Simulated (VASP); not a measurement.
# Ni (Fm-3m) in VASP: a series of runs

Runs on Ni. Level: PBE. Tasks: single point.

Program: VASP 6.6.1. These are calculated values, not measurements. Logs are shortened: lines on timing, memory, paths and dates and some standing lists are left out, and cuts for length are marked.

### 1 The cell of the first run

It takes space group Fm-3m (No. 225, cubic). The conventional cell has a = 3.472 Å, b = 3.472 Å, c = 3.472 Å, α = 90.00°, β = 90.00°, γ = 90.00°. Ni (site symmetry m-3m) has 12 Ni at 2.45 Å within 3.2 Å.

### 2 Single point, PBE, collinear spin, ferromagnetic start (10.46 Å³/atom)

Contents of INCAR:

```
PREC     = Accurate       # precision mode
ENCUT    = 520            # plane-wave cutoff, eV
EDIFF    = 1E-6           # SCF threshold, eV
ISMEAR   = -1             # smearing method
SIGMA    = 0.05           # smearing width, eV
LREAL    = False          # projectors in reciprocal space
LASPH    = True           # aspherical terms in the spheres
NELM     = 150            # most SCF steps
ALGO     = Normal         # electronic algorithm
ISIF     = 2              # what is computed and relaxed
LWAVE    = False          # write WAVECAR
LCHARG   = False          # write CHGCAR
ISPIN    = 2              # spin polarisation
MAGMOM   = 0.672          # initial moments
LORBIT   = 11             # projections on sites
LMAXMIX  = 4              # l up to which the mixer works
GGA      = PE             # functional
NBANDS   = 15             # bands
```

Contents of KPOINTS:

```
Automatic mesh
0
Gamma
  25 25 25
```

Contents of POSCAR:

```
Ni
1.0
    0.0000000000      1.7359068257      1.7359068257
    1.7359068257      0.0000000000      1.7359068257
    1.7359068257      1.7359068257      0.0000000000
Ni
1
Direct
    0.0000000000      0.0000000000      0.0000000000
```

Potentials or basis: VASP PAW PBE potentials, release 64 (Ni).

Command:

```
> cat potpaw_PBE.64/Ni/POTCAR > POTCAR
> mpirun -np 1 vasp_std > vasp.out
```

OUTCAR:

```text
PREC = Accurate
   ENCUT = 520
   EDIFF = 1E-6
   ISMEAR = -1
   LREAL = False
   LASPH = True
   NELM = 150
   ISIF = 2
   ISPIN = 2
   LORBIT = 11
   GGA = PE

 ion  position               nearest neighbor table
   1  0.000  0.000  0.000-

  LATTYP: Found a face centered cubic cell.
 ALAT       =     3.4718136514

  Lattice vectors:

 A1 = (   0.0000000000,   1.7359068257,   1.7359068257)
 A2 = (   1.7359068257,   0.0000000000,   1.7359068257)
 A3 = (   1.7359068257,   1.7359068257,   0.0000000000)

Analysis of symmetry for initial positions (statically):
=====================================================================
 Subroutine PRICEL returns:
 Original cell was already a primitive cell.

 Routine SETGRP: Setting up the symmetry group for a
 face centered cubic supercell.

 Subroutine GETGRP returns: Found 48 space group operations
 (whereof 48 operations were pure point group operations)
 out of a pool of 48 trial point group operations.

The static configuration has the point symmetry O_h .

Analysis of symmetry for dynamics (positions and initial velocities):
=====================================================================
 Subroutine PRICEL returns:
 Original cell was already a primitive cell.

 Routine SETGRP: Setting up the symmetry group for a
 face centered cubic supercell.

 Subroutine GETGRP returns: Found 48 space group operations
 (whereof 48 operations were pure point group operations)
 out of a pool of 48 trial point group operations.

The dynamic configuration has the point symmetry O_h .

Analysis of structural, dynamic, and magnetic symmetry:
=====================================================================
 Subroutine PRICEL returns:
 Original cell was already a primitive cell.

 Routine SETGRP: Setting up the symmetry group for a
 face centered cubic supercell.

 Subroutine GETGRP returns: Found 48 space group operations
 (whereof 48 operations were pure point group operations)
 out of a pool of 48 trial point group operations.

The overall configuration has the point symmetry O_h .

 Subroutine INISYM returns: Found 48 space group operations
 (whereof 48 operations are pure point group operations),
 and found     1 'primitive' translations

----------------------------------------------------------------------------------------

                                     Primitive cell

  volume of cell :      10.4619

  direct lattice vectors                    reciprocal lattice vectors
     0.000000000  1.735906826  1.735906826    -0.288033892  0.288033892  0.288033892
     1.735906826  0.000000000  1.735906826     0.288033892 -0.288033892  0.288033892
     1.735906826  1.735906826  0.000000000     0.288033892  0.288033892 -0.288033892

  length of vectors
     2.454942976  2.454942976  2.454942976     0.498889336  0.498889336  0.498889336

  position of ions in fractional coordinates (direct lattice)
     0.000000000  0.000000000  0.000000000

  ion indices of the primitive-cell ions
   primitive index   ion index
                 1           1

----------------------------------------------------------------------------------------

 KPOINTS: Automatic mesh

Automatic generation of k-mesh.
 Grid dimensions read from file:
 generate k-points for:   25   25   25

 Generating k-lattice:

  Cartesian coordinates                     Fractional coordinates (reciprocal lattice)
    -0.011521356  0.011521356  0.011521356     0.040000000  0.000000000  0.000000000
     0.011521356 -0.011521356  0.011521356     0.000000000  0.040000000  0.000000000
     0.011521356  0.011521356 -0.011521356     0.000000000  0.000000000  0.040000000

  Length of vectors
     0.019955573  0.019955573  0.019955573

  Shift w.r.t. Gamma in fractional coordinates (k-lattice)
     0.000000000  0.000000000  0.000000000

 Subroutine IBZKPT returns following result:
 ===========================================

 Found    455 irreducible k-points:

 Following reciprocal coordinates:
            Coordinates               Weight
  0.000000  0.000000  0.000000      1.000000
  0.040000  0.000000  0.000000      8.000000
  0.080000  0.000000  0.000000      8.000000
  0.120000  0.000000  0.000000      8.000000
  0.160000  0.000000  0.000000      8.000000
  0.200000  0.000000  0.000000      8.000000
[... 16 lines left out ...]
  0.400000  0.040000  0.000000     24.000000
  0.440000  0.040000  0.000000     24.000000
 [... further k-points ...]
   k-points           NKPTS =    455   k-points in BZ     NKDIM =    455   number of bands    NBANDS=     15
   number of dos      NEDOS =    301   number of ions     NIONS =      1
   total plane-waves  NPLWV =   5832
   dimension x,y,z NGX =    18 NGY =   18 NGZ =   18
   dimension x,y,z NGXF=    36 NGYF=   36 NGZF=   36
   ions per type =               1
   NGX,Y,Z   is equivalent  to a cutoff of  12.19, 12.19, 12.19 a.u.
   NGXF,Y,Z  is equivalent  to a cutoff of  24.38, 24.38, 24.38 a.u.
 SYSTEM =  unknown system
   PREC   = accura    normal or accurate (medium, high low for compatibility)
   ISTART =      0    job   : 0-new  1-cont  2-samecut
   ICHARG =      2    charge: 1-file 2-atom 10-const
   ISPIN  =      2    spin polarized calculation?
   LNONCOLLINEAR =      F non collinear calculations
   LSORBIT =      F    spin-orbit coupling
   LASPH  =      T    aspherical Exc in radial PAW
   ENCUT  =  520.0 eV  38.22 Ry    6.18 a.u.   4.56  4.56  4.56*2*pi/ulx,y,z
   NELM   =    150;   NELMIN=  2; NELMDL= -5     # of ELM steps
   EDIFF  = 0.1E-05   stopping-criterion for ELM
   LREAL  =      F    real-space projection
   EDIFFG = 0.1E-04   stopping-criterion for IOM
   NSW    =      0    number of steps for IOM
   IBRION =     -1    ionic relax: 0-MD 1-quasi-New 2-CG
   NFREE  =      0    steps in history (QN), initial steepest desc. (CG)
   ISIF   =      2    stress and relaxation
   ISYM   =      2    0-nonsym 1-usesym 2-fastsym
   POTIM  = 0.5000    time-step for ionic-motion
   TEBEG  =    0.0;   TEEND  =   0.0 temperature during run
   PSTRESS=    0.0 pullay stress
   NELECT =      10.0000    total number of electrons
   NUPDOWN=      -1.0000    fix difference up-down
   EMIN   =  10.00;   EMAX   =-10.00  energy-range for DOS
   EFERMI =   0.00;   METHOD = LEGACY
   ISMEAR =    -1;   SIGMA  =   0.05  broadening in eV -4-tet -1-fermi 0-gaus
   EFERMI_NEDOS =   21; number of points for ismear=-14 and -15
   IALGO  =     38    algorithm
   IMIX   =      4    mixing-type and parameters
     AMIX     =   0.40;   BMIX     =  1.00
     AMIX_MAG =   1.60;   BMIX_MAG =  1.00
  volume/ion in A,a.u.               =      10.46        70.60
  Fermi-wavevector in a.u.,A,eV,Ry     =   1.612644  3.047455 35.383579  2.600620
  Thomas-Fermi vector in A             =   2.707841
   LORBIT       =     11    0 simple, 1 ext, 2 COOP (PROOUT), +10 PAW based schemes
   GGA     = PE    functional components
   LHFCALC =     F    Hartree Fock is set to
   AEXX    =    0.0000 exact exchange contribution
   IVDW    =     0    specifies the selected vdW correction
   LEPSILON=     F    determine dielectric tensor
   LRPA    =     F    only Hartree local field effects (RPA)
 spin polarized calculation
  energy-cutoff  :      520.00
  volume of cell :       10.46
 maximum number of plane-waves:       295
   NGX =  9   NGY =  9   NGZ =  9

 number of electron      10.0000000 magnetization       0.6720000

 number of electron       9.9999997 magnetization       0.6139832

 Free energy of the ion-electron system (eV)
  ---------------------------------------------------
  ext. energy  EPLUGINS =         0.00000000
  ---------------------------------------------------
  free energy    TOTEN  =        -5.46656925 eV

  energy without entropy =       -5.45304578  energy(sigma->0) =       -5.45980752

 E-fermi :   9.9411     XC(G=0): -13.4884

 val. band max:        9.9403506896   @ k =   0.4400   0.1200   0.0400
 cond. band min:       9.9435300428   @ k =   0.4400   0.4000   0.0000
 fundamental gap:      0.0031793532
 Fermi energy:         9.9411063860

 spin component 1

 k-point     1 :       0.0000    0.0000    0.0000
  band No.  band energies     occupation
      1       0.6556      1.00000
      2       7.4133      1.00000
      3       7.4133      1.00000
      4       7.4133      1.00000
      5       8.6540      1.00000
      6       8.6540      1.00000
      7      33.9977      0.00000
      8      38.1676      0.00000
      9      38.1676      0.00000
     10      38.1676      0.00000
     11      41.2454      0.00000
     12      41.2454      0.00000
     13      41.2454      0.00000
     14      44.1054      0.00000
     15      50.8681      0.00000
[... 397 lines left out ...]
 k-point    24 :       0.4400    0.0400    0.0000
  band No.  band energies     occupation
      1       4.8395      1.00000
      2       7.4296      1.00000
      3       7.4878      1.00000
      4       8.4889      1.00000
      5       9.3154      1.00000
      6       9.5804      0.99926
      7      17.1775      0.00000
      8      32.3828      0.00000
      9      34.3319      0.00000
     10      35.3536      0.00000
     11      38.7126      0.00000
     12      39.5015      0.00000
     13      44.8096      0.00000
     14      53.8319      0.00000
     15      55.6256      0.00000

 [... further k-points ...]

 spin component 2

 k-point     1 :       0.0000    0.0000    0.0000
  band No.  band energies     occupation
      1       0.6246      1.00000
      2       8.1513      1.00000
      3       8.1513      1.00000
      4       8.1513      1.00000
      5       9.2301      1.00000
      6       9.2302      1.00000
      7      33.8445      0.00000
      8      38.1467      0.00000
      9      38.1467      0.00000
     10      38.1467      0.00000
     11      41.3501      0.00000
     12      41.3501      0.00000
     13      41.3501      0.00000
     14      43.9893      0.00000
     15      51.0779      0.00000
[... 397 lines left out ...]
 k-point    24 :       0.4400    0.0400    0.0000
  band No.  band energies     occupation
      1       5.2027      1.00000
      2       8.0246      1.00000
      3       8.0992      1.00000
      4       8.7335      1.00000
      5      10.0513      0.09936
      6      10.1719      0.00980
      7      17.5102      0.00000
      8      32.2656      0.00000
      9      34.4176      0.00000
     10      35.4461      0.00000
     11      38.7424      0.00000
     12      39.5445      0.00000
     13      44.9205      0.00000
     14      54.0578      0.00000
     15      56.6253      0.00000

 [... further k-points ...]
[... 5 lines left out ...]
  --------------------------------------------------------------------------------------
  -------------------------------------------------------------------------------------
  Total        0.5611234      0.5611234      0.5611234      0.0000000     -0.0000000      0.0000000
  in kB       85.9329560     85.9329560     85.9329560      0.0000000     -0.0000000      0.0000000
  external PRESSURE =      85.9329560 kB  Pullay stress =       0.0000000 kB

 VOLUME and BASIS-vectors are now :
 -----------------------------------------------------------------------------
  energy-cutoff  :      520.00
  volume of cell :       10.46
      direct lattice vectors                 reciprocal lattice vectors
     0.000000000  1.735906826  1.735906826    -0.288033892  0.288033892  0.288033892
     1.735906826  0.000000000  1.735906826     0.288033892 -0.288033892  0.288033892
     1.735906826  1.735906826  0.000000000     0.288033892  0.288033892 -0.288033892

 POSITION                                       TOTAL-FORCE (eV/Angst)
 -----------------------------------------------------------------------------------
      0.00000      0.00000      0.00000         0.000000      0.000000      0.000000
 -----------------------------------------------------------------------------------
    total drift:                                0.000000      0.000000      0.000000

  FREE ENERGIE OF THE ION-ELECTRON SYSTEM (eV)
  ---------------------------------------------------
  free  energy   TOTEN  =        -5.4665692462 eV

  energy  without entropy=       -5.4530457848  energy(sigma->0) =       -5.45980752

 total charge

# of ion       s       p       d       tot
------------------------------------------
    1        0.515   0.534   8.334   9.382

 magnetization (x)

# of ion       s       p       d       tot
------------------------------------------
    1       -0.007  -0.025   0.654   0.622
```

Wall time 83 s (1 thread of Intel Xeon 6975P-C (Granite Rapids), shared host); peak memory 0.2 GiB.

What came out:

```yaml
Free_energy: -5.4666 eV
Pressure: 8.6 GPa
Net_moment: 0.61 μB per cell
Site_moments: Ni +0.62 μB
Valence_electrons_inside_the_program's_atomic_spheres: Ni 9.38
```

Caveat: the cell stands under pressure.

### 3 Single point, PBE, collinear spin, ferromagnetic start

This run uses another cell than the first one, of 10.90 Å³/atom.

Contents of INCAR:

```
PREC = Accurate
ENCUT = 520
EDIFF = 1E-6
ISMEAR = -1
SIGMA = 0.05
LREAL = F
LASPH = T
NELM = 150
ALGO = Normal
ISIF = 2
LWAVE = F
LCHARG = T
ISPIN = 2
MAGMOM = 0.696
LORBIT = 11
LMAXMIX = 4
GGA = PE
LELF = T
LVHAR = T
NBANDS = 15
```

KPOINTS is that of step 2.

Contents of POSCAR:

```
Ni
1.0
    0.0000000000      1.7596893266      1.7596893266
    1.7596893266      0.0000000000      1.7596893266
    1.7596893266      1.7596893266      0.0000000000
Ni
1
Direct
    0.0000000000      0.0000000000      0.0000000000
```

Potentials or basis: VASP PAW PBE potentials, release 64 (Ni).

Command:

```
> cat potpaw_PBE.64/Ni/POTCAR > POTCAR
> mpirun -np 1 vasp_std > vasp.out
```

OUTCAR:

```text
PREC = Accurate
   ENCUT = 520
   EDIFF = 1E-6
   ISMEAR = -1
   LREAL = F
   LASPH = T
   NELM = 150
   ISIF = 2
   ISPIN = 2
   LORBIT = 11
   GGA = PE

 ion  position               nearest neighbor table
   1  0.000  0.000  0.000-

  LATTYP: Found a face centered cubic cell.
 ALAT       =     3.5193786532

  Lattice vectors:

 A1 = (   0.0000000000,   1.7596893266,   1.7596893266)
 A2 = (   1.7596893266,   0.0000000000,   1.7596893266)
 A3 = (   1.7596893266,   1.7596893266,   0.0000000000)

Analysis of symmetry for initial positions (statically):
=====================================================================
 Subroutine PRICEL returns:
 Original cell was already a primitive cell.

 Routine SETGRP: Setting up the symmetry group for a
 face centered cubic supercell.

 Subroutine GETGRP returns: Found 48 space group operations
 (whereof 48 operations were pure point group operations)
 out of a pool of 48 trial point group operations.

The static configuration has the point symmetry O_h .

Analysis of symmetry for dynamics (positions and initial velocities):
=====================================================================
 Subroutine PRICEL returns:
 Original cell was already a primitive cell.
[... 621 lines left out ...]
      8      36.8918      0.00000
      9      36.8918      0.00000
     10      36.8918      0.00000
     11      39.9437      0.00000
     12      39.9437      0.00000
     13      39.9437      0.00000
     14      42.6894      0.00000
[... 403 lines left out ...]
      4       8.2286      1.00000
      5       9.4591      0.10719
      6       9.5789      0.01082
      7      16.6129      0.00000
      8      31.3246      0.00000
      9      33.1430      0.00000
     10      34.1255      0.00000
     11      37.4554      0.00000
     12      38.2143      0.00000
     13      43.3375      0.00000
     14      52.3785      0.00000
     15      54.8506      0.00000

 [... further k-points ...]
[... 5 lines left out ...]
  --------------------------------------------------------------------------------------
  -------------------------------------------------------------------------------------
  Total       -0.0152910     -0.0152910     -0.0152910     -0.0000000      0.0000000     -0.0000000
  in kB       -2.2480652     -2.2480652     -2.2480652     -0.0000000      0.0000000     -0.0000000
  external PRESSURE =      -2.2480652 kB  Pullay stress =       0.0000000 kB

 VOLUME and BASIS-vectors are now :
 -----------------------------------------------------------------------------
  energy-cutoff  :      520.00
  volume of cell :       10.90
      direct lattice vectors                 reciprocal lattice vectors
     0.000000000  1.759689327  1.759689327    -0.284141065  0.284141065  0.284141065
     1.759689327  0.000000000  1.759689327     0.284141065 -0.284141065  0.284141065
     1.759689327  1.759689327  0.000000000     0.284141065  0.284141065 -0.284141065

 POSITION                                       TOTAL-FORCE (eV/Angst)
 -----------------------------------------------------------------------------------
      0.00000      0.00000      0.00000         0.000000      0.000000      0.000000
 -----------------------------------------------------------------------------------
    total drift:                                0.000000      0.000000      0.000000

  FREE ENERGIE OF THE ION-ELECTRON SYSTEM (eV)
  ---------------------------------------------------
  free  energy   TOTEN  =        -5.4775690079 eV

  energy  without entropy=       -5.4633255488  energy(sigma->0) =       -5.47044728

 total charge

# of ion       s       p       d       tot
------------------------------------------
    1        0.497   0.496   8.314   9.307

 magnetization (x)

# of ion       s       p       d       tot
------------------------------------------
    1       -0.007  -0.025   0.665   0.634
```

OSZICAR:

```text
N       E                     dE             d eps       ncg     rms          rms(c)
DAV:   1     0.333516764959E+02    0.33352E+02   -0.42087E+03 28824   0.857E+02
DAV:   2    -0.504997973613E+01   -0.38402E+02   -0.35722E+02 30996   0.163E+02
DAV:   3    -0.649600851444E+01   -0.14460E+01   -0.14329E+01 33250   0.310E+01
DAV:   4    -0.650473221499E+01   -0.87237E-02   -0.87222E-02 33523   0.231E+00
DAV:   5    -0.650483540207E+01   -0.10319E-03   -0.10318E-03 33740   0.224E-01    0.990E+00
DAV:   6    -0.582146478131E+01    0.68337E+00   -0.13651E+01 39620   0.403E+01    0.594E+00
DAV:   7    -0.549481723430E+01    0.32665E+00   -0.23674E+00 36693   0.152E+01    0.192E+00
DAV:   8    -0.548039491666E+01    0.14422E-01   -0.25017E-02 34257   0.108E+00    0.925E-01
DAV:   9    -0.547801089811E+01    0.23840E-02   -0.18949E-03 44870   0.273E-01    0.252E-01
DAV:  10    -0.547758195455E+01    0.42894E-03   -0.44713E-04 46283   0.114E-01    0.418E-02
DAV:  11    -0.547756805642E+01    0.13898E-04   -0.57346E-05 41768   0.548E-02    0.308E-02
DAV:  12    -0.547756906704E+01   -0.10106E-05   -0.12859E-06 27415   0.904E-03    0.928E-03
DAV:  13    -0.547756900790E+01    0.59143E-07   -0.34517E-07 23669   0.611E-03
   1 F= -.54775690E+01 E0= -.54704473E+01  d E =-.142435E-01  mag=     0.6217
```

stdout:

```text
POSCAR found type information on POSCAR Ni
 POSCAR found :  1 types and       1 ions
 scaLAPACK will be used
 LDA part: xc-table for (Slater+PW92), standard interpolation
 POSCAR, INCAR and KPOINTS ok, starting setup
 FFT: planning ... GRIDC
 FFT: planning ... GRID_SOFT
 FFT: planning ... GRID
 WAVECAR not read
 entering main loop
```

Run time: 92 s. Hardware: 1 thread of Intel Xeon 6975P-C (Granite Rapids), shared host; peak memory 0.22 GiB.

What came out:

* Free energy: -5.4776 eV
* Pressure: -0.2 GPa
* Net moment: 0.62 μB per cell
* Site moments: Ni +0.63 μB
* Valence electrons inside the program's atomic spheres: Ni 9.31

[end of part 1 of 2]
